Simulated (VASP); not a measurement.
# BiTe (R-3m) in VASP: a series of runs

Runs on BiTe. Level: PBE. Tasks: single point.

All numbers are computed with VASP 6.6.1; they aren't measurements. Logs are shortened: lines on timing, memory, paths and dates and some standing lists are left out, and cuts for length are marked.

## (1) The cell of the first run

The structure is trigonal, space group R-3m (No. 166). Conventional cell: a = 4.814 Å, b = 4.814 Å, c = 8.860 Å, α = 90.00°, β = 90.00°, γ = 120.00°. Bi (site symmetry -3m) has 6 Te at 3.15 Å and 6 Bi at 4.06 Å within 4.1 Å. Within 4.1 Å of Te (site symmetry -3m) lie 6 Bi at 3.15 Å and 6 Te at 4.06 Å.

## (2) Single point, PBE (29.63 Å³/atom)

INCAR

```
SYSTEM = BiTe
  PREC = Accurate
  ENCUT = 520
  EDIFF = 1E-7
  ISMEAR = 0
  SIGMA = 0.1
  LREAL = .False.
  LASPH = .True.
  NELM = 100
  ALGO = Normal
  ISIF = 2
  LWAVE = .False.
  LCHARG = .False.
  GGA = PE
  NBANDS = 18
```

KPOINTS

```
Automatic mesh
0
Gamma
  12 12 12
  0 0 0
```

POSCAR

```
BiTe
1.0
    2.4068823709      1.3896141847      2.9532049171
   -2.4068823709      1.3896141847      2.9532049171
    0.0000000000     -2.7792283695      2.9532049171
Bi Te
1 1
Direct
    0.5000000000      0.5000000000      0.5000000000
    0.0000000000      0.0000000000      0.0000000000
```

Potentials or basis: VASP PAW PBE potentials, release 64 (Bi_d, Te).

Run with:

```bash
> cat potpaw_PBE.64/Bi_d/POTCAR potpaw_PBE.64/Te/POTCAR > POTCAR
> mpirun -np 1 vasp_std > vasp.out
```

OUTCAR:

```text
SYSTEM = BiTe
   PREC = Accurate
   ENCUT = 520
   EDIFF = 1E-7
   ISMEAR = 0
   LREAL = .False.
   LASPH = .True.
   NELM = 100
   ISIF = 2
   GGA = PE

 ion  position               nearest neighbor table
   1  0.500  0.500  0.500-   2 3.15   2 3.15   2 3.15   2 3.15   2 3.15   2 3.15
   2  0.000  0.000  0.000-   1 3.15   1 3.15   1 3.15   1 3.15   1 3.15   1 3.15

  LATTYP: Found a trigonal (rhomboedric) cell.
 ALAT       =     4.0553088183
 COS(alpha) =     0.2954823731

  Lattice vectors:

 A1 = (   2.4068823709,   1.3896141847,   2.9532049171)
 A2 = (  -2.4068823709,   1.3896141847,   2.9532049171)
 A3 = (   0.0000000000,  -2.7792283695,   2.9532049171)

Analysis of symmetry for initial positions (statically):
=====================================================================
 Subroutine PRICEL returns:
 Original cell was already a primitive cell.

 Routine SETGRP: Setting up the symmetry group for a
 trigonal (rhombohedral) supercell.

 Subroutine GETGRP returns: Found 12 space group operations
 (whereof 12 operations were pure point group operations)
 out of a pool of 12 trial point group operations.

The static configuration has the point symmetry D_3d.

Analysis of symmetry for dynamics (positions and initial velocities):
=====================================================================
 Subroutine PRICEL returns:
 Original cell was already a primitive cell.

 Routine SETGRP: Setting up the symmetry group for a
 trigonal (rhombohedral) supercell.

 Subroutine GETGRP returns: Found 12 space group operations
 (whereof 12 operations were pure point group operations)
 out of a pool of 12 trial point group operations.

The dynamic configuration has the point symmetry D_3d.

 Subroutine INISYM returns: Found 12 space group operations
 (whereof 12 operations are pure point group operations),
 and found     1 'primitive' translations

----------------------------------------------------------------------------------------

                                     Primitive cell

  volume of cell :      59.2644

  direct lattice vectors                    reciprocal lattice vectors
     2.406882371  1.389614185  2.953204917     0.207737614  0.119937367  0.112871725
    -2.406882371  1.389614185  2.953204917    -0.207737614  0.119937367  0.112871725
     0.000000000 -2.779228370  2.953204917     0.000000000 -0.239874734  0.112871725

  length of vectors
     4.055308818  4.055308818  4.055308818     0.265103592  0.265103592  0.265103592

  position of ions in fractional coordinates (direct lattice)
     0.500000000  0.500000000  0.500000000
     0.000000000  0.000000000  0.000000000

  ion indices of the primitive-cell ions
   primitive index   ion index
                 1           1
                 2           2

----------------------------------------------------------------------------------------

 KPOINTS: Automatic mesh

Automatic generation of k-mesh.
 Grid dimensions read from file:
 generate k-points for:   12   12   12

 Generating k-lattice:

  Cartesian coordinates                     Fractional coordinates (reciprocal lattice)
     0.017311468  0.009994781  0.009405977     0.083333333 -0.000000000  0.000000000
    -0.017311468  0.009994781  0.009405977    -0.000000000  0.083333333  0.000000000
     0.000000000 -0.019989561  0.009405977     0.000000000  0.000000000  0.083333333

  Length of vectors
     0.022091966  0.022091966  0.022091966

  Shift w.r.t. Gamma in fractional coordinates (k-lattice)
     0.000000000  0.000000000  0.000000000

 Subroutine IBZKPT returns following result:
 ===========================================

 Found    189 irreducible k-points:

 Following reciprocal coordinates:
            Coordinates               Weight
  0.000000  0.000000  0.000000      1.000000
  0.083333 -0.000000  0.000000      6.000000
  0.166667  0.000000  0.000000      6.000000
  0.250000 -0.000000  0.000000      6.000000
  0.333333 -0.000000  0.000000      6.000000
  0.416667 -0.000000  0.000000      6.000000
[... 16 lines left out ...]
  0.500000  0.166667  0.000000     12.000000
 -0.416667  0.166667  0.000000     12.000000
 [... further k-points ...]
   k-points           NKPTS =    189   k-points in BZ     NKDIM =    189   number of bands    NBANDS=     18
   number of dos      NEDOS =    301   number of ions     NIONS =      2
   total plane-waves  NPLWV =  27000
   dimension x,y,z NGX =    30 NGY =   30 NGZ =   30
   dimension x,y,z NGXF=    60 NGYF=   60 NGZF=   60
   ions per type =               1   1
   NGX,Y,Z   is equivalent  to a cutoff of  12.30, 12.30, 12.30 a.u.
   NGXF,Y,Z  is equivalent  to a cutoff of  24.60, 24.60, 24.60 a.u.
 SYSTEM =  BiTe
   PREC   = accura    normal or accurate (medium, high low for compatibility)
   ISTART =      0    job   : 0-new  1-cont  2-samecut
   ICHARG =      2    charge: 1-file 2-atom 10-const
   ISPIN  =      1    spin polarized calculation?
   LNONCOLLINEAR =      F non collinear calculations
   LSORBIT =      F    spin-orbit coupling
   LASPH  =      T    aspherical Exc in radial PAW
   ENCUT  =  520.0 eV  38.22 Ry    6.18 a.u.   7.54  7.54  7.54*2*pi/ulx,y,z
   NELM   =    100;   NELMIN=  2; NELMDL= -5     # of ELM steps
   EDIFF  = 0.1E-06   stopping-criterion for ELM
   LREAL  =      F    real-space projection
   EDIFFG = 0.1E-05   stopping-criterion for IOM
   NSW    =      0    number of steps for IOM
   IBRION =     -1    ionic relax: 0-MD 1-quasi-New 2-CG
   NFREE  =      0    steps in history (QN), initial steepest desc. (CG)
   ISIF   =      2    stress and relaxation
   ISYM   =      2    0-nonsym 1-usesym 2-fastsym
   POTIM  = 0.5000    time-step for ionic-motion
   TEBEG  =    0.0;   TEEND  =   0.0 temperature during run
   PSTRESS=    0.0 pullay stress
   NELECT =      21.0000    total number of electrons
   NUPDOWN=      -1.0000    fix difference up-down
   EMIN   =  10.00;   EMAX   =-10.00  energy-range for DOS
   EFERMI =   0.00;   METHOD = LEGACY
   ISMEAR =     0;   SIGMA  =   0.10  broadening in eV -4-tet -1-fermi 0-gaus
   EFERMI_NEDOS =   21; number of points for ismear=-14 and -15
   IALGO  =     38    algorithm
   IMIX   =      4    mixing-type and parameters
     AMIX     =   0.40;   BMIX     =  1.00
     AMIX_MAG =   1.60;   BMIX_MAG =  1.00
  volume/ion in A,a.u.               =      29.63       199.97
  Fermi-wavevector in a.u.,A,eV,Ry     =   1.158466  2.189183 18.259609  1.342043
  Thomas-Fermi vector in A             =   2.295068
   LORBIT       =      0    0 simple, 1 ext, 2 COOP (PROOUT), +10 PAW based schemes
   GGA     = PE    functional components
   LHFCALC =     F    Hartree Fock is set to
   AEXX    =    0.0000 exact exchange contribution
   IVDW    =     0    specifies the selected vdW correction
   LEPSILON=     F    determine dielectric tensor
   LRPA    =     F    only Hartree local field effects (RPA)
 non-spin polarized calculation
 Gauss-broadening in eV      SIGMA  =   0.10
  energy-cutoff  :      520.00
  volume of cell :       59.26
 maximum number of plane-waves:      1619
   NGX = 15   NGY = 15   NGZ = 15

 number of electron      21.0000011 magnetization

 Free energy of the ion-electron system (eV)
  ---------------------------------------------------
  ext. energy  EPLUGINS =         0.00000000
  ---------------------------------------------------
  free energy    TOTEN  =        -7.03409553 eV

  energy without entropy =       -7.02845660  energy(sigma->0) =       -7.03127607

 E-fermi :   8.1937     XC(G=0): -10.1011

 val. band max:        8.1884627708   @ k =  -0.4167   0.5000   0.4167
 cond. band min:       8.1959042006   @ k =  -0.3333   0.3333   0.2500
 fundamental gap:      0.0074414298
 Fermi energy:         8.1937484952

 k-point     1 :       0.0000    0.0000    0.0000
  band No.  band energies     occupation
      1     -15.0550      2.00000
      2     -15.0550      2.00000
      3     -15.0399      2.00000
      4     -15.0399      2.00000
      5     -15.0081      2.00000
      6      -6.0420      2.00000
[... 10 lines left out ...]
     17      15.7445      0.00000
     18      15.7445      0.00000

 k-point     2 :       0.0833   -0.0000    0.0000
  band No.  band energies     occupation
      1     -15.0548      2.00000
      2     -15.0543      2.00000
      3     -15.0408      2.00000
      4     -15.0391      2.00000
      5     -15.0081      2.00000
      6      -5.9745      2.00000
[... 10 lines left out ...]
     17      15.9419      0.00000
     18      16.0469      0.00000

 k-point     3 :       0.1667    0.0000    0.0000
  band No.  band energies     occupation
      1     -15.0543      2.00000
      2     -15.0530      2.00000
      3     -15.0432      2.00000
      4     -15.0364      2.00000
      5     -15.0080      2.00000
      6      -5.7727      2.00000
[... 10 lines left out ...]
     17      16.4916      0.00000
     18      17.0009      0.00000

 k-point     4 :       0.2500   -0.0000    0.0000
  band No.  band energies     occupation
      1     -15.0538      2.00000
      2     -15.0524      2.00000
      3     -15.0462      2.00000
      4     -15.0319      2.00000
      5     -15.0075      2.00000
      6      -5.4392      2.00000
[... 10 lines left out ...]
     17      17.1353      0.00000
     18      17.8260      0.00000

 k-point     5 :       0.3333   -0.0000    0.0000
  band No.  band energies     occupation
      1     -15.0540      2.00000
      2     -15.0526      2.00000
      3     -15.0485      2.00000
      4     -15.0277      2.00000
      5     -15.0059      2.00000
      6      -4.9790      2.00000
[... 10 lines left out ...]
     17      17.3220      0.00000
     18      17.3441      0.00000

 k-point     6 :       0.4167   -0.0000    0.0000
  band No.  band energies     occupation
      1     -15.0552      2.00000
      2     -15.0530      2.00000
      3     -15.0493      2.00000
      4     -15.0252      2.00000
      5     -15.0040      2.00000
      6      -4.4024      2.00000
[... 10 lines left out ...]
     17      16.1749      0.00000
     18      18.9672      0.00000

 k-point     7 :       0.5000   -0.0000    0.0000
  band No.  band energies     occupation
      1     -15.0558      2.00000
      2     -15.0532      2.00000
      3     -15.0493      2.00000
      4     -15.0244      2.00000
      5     -15.0030      2.00000
      6      -3.8204      2.00000
[... 10 lines left out ...]
     17      15.5000      0.00000
     18      20.3413      0.00000

 k-point     8 :       0.0833    0.0833    0.0000
  band No.  band energies     occupation
      1     -15.0549      2.00000
      2     -15.0536      2.00000
      3     -15.0410      2.00000
      4     -15.0385      2.00000
      5     -15.0084      2.00000
      6      -5.9411      2.00000
[... 10 lines left out ...]
     17      15.7295      0.00000
     18      15.8657      0.00000
[... 229 lines left out ...]
     17      16.1468      0.00000
     18      16.1924      0.00000

 k-point    20 :       0.2500    0.1667    0.0000
  band No.  band energies     occupation
      1     -15.0574      2.00000
      2     -15.0506      2.00000
      3     -15.0439      2.00000
      4     -15.0287      2.00000
      5     -15.0088      2.00000
      6      -5.3838      2.00000
[... 10 lines left out ...]
     17      16.1837      0.00000
     18      17.0974      0.00000

 k-point    21 :       0.3333    0.1667    0.0000
  band No.  band energies     occupation
      1     -15.0591      2.00000
      2     -15.0509      2.00000
      3     -15.0449      2.00000
      4     -15.0243      2.00000
      5     -15.0074      2.00000
      6      -5.0025      2.00000
[... 10 lines left out ...]
     17      16.7054      0.00000
     18      17.6024      0.00000

 k-point    22 :       0.4167    0.1667    0.0000
  band No.  band energies     occupation
      1     -15.0601      2.00000
      2     -15.0517      2.00000
      3     -15.0452      2.00000
      4     -15.0221      2.00000
      5     -15.0053      2.00000
      6      -4.5110      2.00000
[... 10 lines left out ...]
     17      17.6453      0.00000
     18      18.3951      0.00000

 k-point    23 :       0.5000    0.1667    0.0000
  band No.  band energies     occupation
      1     -15.0598      2.00000
      2     -15.0526      2.00000
      3     -15.0452      2.00000
      4     -15.0217      2.00000
      5     -15.0041      2.00000
      6      -3.9330      2.00000
[... 10 lines left out ...]
     17      17.9844      0.00000
     18      18.8871      0.00000

 k-point    24 :      -0.4167    0.1667    0.0000
  band No.  band energies     occupation
      1     -15.0581      2.00000
      2     -15.0532      2.00000
      3     -15.0451      2.00000
      4     -15.0228      2.00000
      5     -15.0050      2.00000
      6      -3.8525      2.00000
[... 10 lines left out ...]
     17      17.1308      0.00000
     18      19.3303      0.00000

 [... further k-points ...]
[... 5 lines left out ...]
  --------------------------------------------------------------------------------------
  -------------------------------------------------------------------------------------
  Total        2.3849043      2.3849043      2.3818892      0.0000000     -0.0000000      0.0000000
  in kB       64.4744429     64.4744429     64.3929310      0.0000000     -0.0000000      0.0000000
  external PRESSURE =      64.4472723 kB  Pullay stress =       0.0000000 kB

 VOLUME and BASIS-vectors are now :
 -----------------------------------------------------------------------------
  energy-cutoff  :      520.00
  volume of cell :       59.26
      direct lattice vectors                 reciprocal lattice vectors
     2.406882371  1.389614185  2.953204917     0.207737614  0.119937367  0.112871725
    -2.406882371  1.389614185  2.953204917    -0.207737614  0.119937367  0.112871725
     0.000000000 -2.779228370  2.953204917     0.000000000 -0.239874734  0.112871725

 POSITION                                       TOTAL-FORCE (eV/Angst)
 -----------------------------------------------------------------------------------
      0.00000     -0.00000      4.42981        -0.000000     -0.000000     -0.000000
      0.00000      0.00000      0.00000         0.000000      0.000000      0.000000
 -----------------------------------------------------------------------------------
    total drift:                               -0.000000      0.000000      0.000000

  FREE ENERGIE OF THE ION-ELECTRON SYSTEM (eV)
  ---------------------------------------------------
  free  energy   TOTEN  =        -7.0340955348 eV

  energy  without entropy=       -7.0284566023  energy(sigma->0) =       -7.03127607
```

Wall time 84 s (1 thread of Intel Xeon 6975P-C (Granite Rapids), shared host); peak memory 0.32 GiB.

Results:

```yaml
Free_energy: -7.0341 eV
Pressure: 6.4 GPa
Band_gap_on_the_k_mesh: zero (an odd number of electrons rules out a gap without spin polarisation)
```

Levels at points of the mesh, in eV from the Fermi level:
```tsv
k point	band 7	band 8	band 9	band 10	band 11	band 12	band 13	band 14
(0.00, 0.00, 0.00)	-7.94	-3.31	-3.31	-1.36	2.27	3.35	3.35	3.60
(0.50, 0.00, 0.00)	-11.78	-1.88	-1.82	-1.06	-0.54	-0.41	1.16	6.21
(0.50, 0.50, 0.00)	-9.94	-6.28	-5.31	-3.01	2.46	3.08	3.96	4.99
(0.50, 0.50, 0.50)	-10.90	-2.84	-2.84	-2.73	-2.15	-1.84	-1.84	9.29
```

Caveat: the cell stands under pressure; spin-orbit coupling is left out, which moves the levels of the heavy elements.

## (3) Single point, PBE (30.64 Å³/atom)

This run uses another cell than the first one, of 30.64 Å³/atom.

INCAR

```
ALGO = Normal
EDIFF = 1E-7
ENCUT = 520
GGA = PE
ISIF = 2
ISMEAR = 0
LASPH = T
LCHARG = T
LELF = T
LREAL = F
LVHAR = T
LWAVE = F
NBANDS = 18
NELM = 60
PREC = Accurate
SIGMA = 0.1
```

KPOINTS

```
k-points
0
Gamma
  12 12 12
```

POSCAR

```
BiTe
1.0
    2.4090114410      1.3908434039      3.0484867364
   -2.4090114410      1.3908434039      3.0484867364
    0.0000000000     -2.7816868079      3.0484867364
Bi Te
1 1
Direct
    0.5000000000      0.5000000000      0.5000000000
    0.0000000000      0.0000000000      0.0000000000
```

Potentials or basis: VASP PAW PBE potentials, release 64 (Bi_d, Te).

Run with:

```bash
> cat potpaw_PBE.64/Bi_d/POTCAR potpaw_PBE.64/Te/POTCAR > POTCAR
> mpirun -np 1 vasp_std > vasp.out
```

Run time: 76 s. Hardware: 1 thread of Intel Xeon 6975P-C (Granite Rapids), shared host; peak memory 0.33 GiB.

It converged, with:

* Free energy: -7.1036 eV
* Pressure: 4.5 GPa
* Band gap on the k mesh: zero (an odd number of electrons rules out a gap without spin polarisation)

Levels at points of the mesh, in eV from the Fermi level:
```
           k point  band 8  band 9  band 10  band 11  band 12  band 13
(0.00, 0.00, 0.00)   -3.23   -3.23    -1.42     2.13     3.08     3.08
(0.50, 0.00, 0.00)   -1.89   -1.87    -1.05    -0.61    -0.59     0.90
(0.50, 0.50, 0.00)   -6.12   -5.10    -3.14     2.39     3.09     3.88
(0.50, 0.50, 0.50)   -2.72   -2.72    -2.60    -1.99    -1.69    -1.69
```

Caveat: the cell stands under pressure; spin-orbit coupling is left out, which moves the levels of the heavy elements.

## (4) Single point, PBE (31.65 Å³/atom)

This run uses another cell than the first one, of 31.65 Å³/atom.

INCAR

```
SYSTEM = BiTe
PREC     = Accurate       ! precision mode
ENCUT    = 520            ! plane-wave cutoff, eV
EDIFF    = 1E-7           ! SCF threshold, eV
ISMEAR   = 0              ! smearing method
SIGMA    = 0.1            ! smearing width, eV
LREAL    = .FALSE.        ! projectors in reciprocal space
LASPH    = .TRUE.         ! aspherical terms in the spheres
NELM     = 100            ! most SCF steps
ALGO     = Normal         ! electronic algorithm
ISIF     = 2              ! what is computed and relaxed
LWAVE    = .FALSE.        ! write WAVECAR
LCHARG   = .TRUE.         ! write CHGCAR
GGA      = PE             ! functional
LELF     = .TRUE.         ! ELF
LVHAR    = .TRUE.       
NBANDS   = 18             ! bands
```

KPOINTS

```
Automatic mesh
0
G
  12 12 12
  0 0 0
```

POSCAR

```
BiTe
1.0
    2.4100486501      1.3914422369      3.1462764332
   -2.4100486501      1.3914422369      3.1462764332
    0.0000000000     -2.7828844738      3.1462764332
Bi Te
1 1
Direct
    0.5000000000      0.5000000000      0.5000000000
    0.0000000000      0.0000000000      0.0000000000
```

Run with:

```bash
> cat potpaw_PBE.64/Bi_d/POTCAR potpaw_PBE.64/Te/POTCAR > POTCAR
> mpirun -np 1 vasp_std > vasp.out
```

Wall time 60 s (1 thread of Intel Xeon 6975P-C (Granite Rapids), shared host); peak memory 0.33 GiB.

Results (log left out):

```yaml
Free_energy: -7.1501 eV
Pressure: 2.8 GPa
Band_gap_on_the_k_mesh: zero (an odd number of electrons rules out a gap without spin polarisation)
```

Levels at points of the mesh, in eV from the Fermi level:
| k point | band 6 | band 7 | band 8 | band 9 | band 10 | band 11 | band 12 | band 13 | band 14 | band 15 |
| --- | --- | --- | --- | --- | --- | --- | --- | --- | --- | --- |
| (0.00, 0.00, 0.00) | -13.87 | -8.12 | -3.14 | -3.14 | -1.51 | 2.02 | 2.84 | 2.84 | 3.83 | 3.83 |
| (0.50, 0.00, 0.00) | -11.82 | -11.58 | -1.90 | -1.89 | -1.03 | -0.79 | -0.62 | 0.65 | 6.55 | 6.59 |
| (0.50, 0.50, 0.00) | -11.85 | -9.97 | -5.97 | -4.89 | -3.26 | 2.35 | 3.10 | 3.79 | 4.81 | 8.15 |
| (0.50, 0.50, 0.50) | -11.31 | -10.98 | -2.60 | -2.60 | -2.47 | -1.84 | -1.54 | -1.54 | 8.49 | 9.08 |

Caveat: spin-orbit coupling is left out, which moves the levels of the heavy elements.

## (5) Summary

| cell | gap on the mesh (eV) | pressure (GPa) |
| --- | --- | --- |
| a = 4.055 Å, angles 72.8°, 2 atoms | none | 6.4 |
| a = 4.127 Å, angles 71.4°, 2 atoms | none | 4.5 |
| a = 4.200 Å, angles 70.0°, 2 atoms | none | 2.8 |

Alike in all rows: task single point; level PBE; potentials or basis VASP PAW PBE potentials, release 64 (Bi_d, Te); no spin polarisation; k mesh 12 × 12 × 12; cutoff (eV) 520; smearing gaussian 0.1 eV.

Caveats: spin-orbit coupling is left out, which moves the levels of the heavy elements; the cell stands under pressure (at least some runs).

Total energies depend on the potentials used, so only differences within one code and one set of settings carry meaning.
